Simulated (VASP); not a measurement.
Wanted: the native input for a VASP 6.6.1 run.

```yaml
Task: single point
Functional: LDA
Potentials_or_basis: VASP PAW LDA potentials, release 64 (Sc_sv, In_d)
Cutoff: 500 eV
k_mesh: 7 × 7 × 7
Occupations: methfessel-paxton, width 0.1 eV
Spin: no spin polarisation
Dipole_correction: no
Further_INCAR_settings: ALGO = Normal; EDIFF = 1e-06; NBANDS = 31
```

The structure of Sc3In lies in POSCAR:

```
Sc3In
1.0
    4.5304088200      0.0000000000      0.0000000000
    0.0000000000      4.5304088200      0.0000000000
    0.0000000000      0.0000000000      4.5304088200
Sc In
3 1
Direct
    0.5000000000      0.5000000000      0.0000000000
    0.0000000000      0.5000000000      0.5000000000
    0.5000000000      0.0000000000      0.5000000000
    0.0000000000      0.0000000000      0.0000000000
```

The input as run:

INCAR

```
SYSTEM = Sc3In
PREC = Accurate ; ENCUT = 500
EDIFF = 1E-6 ; ISMEAR = 1
SIGMA = 0.1 ; LREAL = .False.
LASPH = .True. ; NELM = 120
ALGO = Normal ; ISIF = 2
LWAVE = .False. ; LCHARG = .False.
NBANDS = 31 ; GGA_COMPAT = .False.
```

KPOINTS

```
Automatic mesh
0
Gamma
  7 7 7
  0 0 0
```

Potentials or basis: VASP PAW LDA potentials, release 64 (Sc_sv, In_d).

Run with:

```console
$ cat potpaw_LDA.64/Sc_sv/POTCAR potpaw_LDA.64/In_d/POTCAR > POTCAR
$ mpirun -np 1 vasp_std > vasp.out
```

It gave:

```yaml
Pressure: -5.5 GPa
Band_gap_on_the_k_mesh: zero (bands 23 and 24 overlap by 0.80 eV)
```

Caveat: the cell stands under tension; spin-orbit coupling is left out, which moves the levels of the heavy elements.

Run time: 68 s on 1 thread of AMD EPYC 7R43 64-Core Processor (Zen 3) (shared host), peak memory 0.16 GiB.
